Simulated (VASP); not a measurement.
# Tl: single point with PBEsol

Crystal: Tl.

```xyz
2
Lattice="3.4368 0.0000 0.0000 -1.7184 2.9764 0.0000 0.0000 0.0000 5.4518" Properties=species:S:1:pos:R:3 pbc="T T T"
Tl    0.0000    1.9842    1.3630
Tl    1.7184    0.9921    4.0889
```

```
Program             : VASP 6.6.1
Task                : single point
Functional          : PBEsol
Potentials or basis : VASP PAW PBE potentials, release 64 (Tl_d)
Cutoff              : 520 eV
k mesh              : 16 × 16 × 10
Occupations         : fermi-dirac, width 0.1 eV
Spin                : no spin polarisation
```

The pressure is 0.9 GPa. The band gap on the k mesh is zero (band 13 reaches 10.32 eV, above the bottom of band 14 at 4.26 eV).

Levels at points of the mesh, in eV from the Fermi level:
```tsv
k point	band 11	band 12	band 13	band 14	band 15	band 16
(0.00, 0.00, 0.00)	-10.25	-5.03	-2.95	8.04	8.04	10.20
(0.50, 0.00, 0.00)	-5.85	-4.78	-0.64	0.54	1.33	3.83
(0.00, 0.00, 0.50)	-8.75	-8.75	3.54	3.54	9.05	9.05
(0.50, 0.00, 0.50)	-4.73	-4.73	-2.39	-2.39	5.59	5.59
```

Wall time 2.3 min on 1 thread of Oxide Virtual Turin-like Processor, on a shared host, peak memory 0.26 GiB.

Caveat: the PAW data sets were made with another functional, which shifts forces and pressure a little; spin-orbit coupling is left out, which moves the levels of the heavy elements.
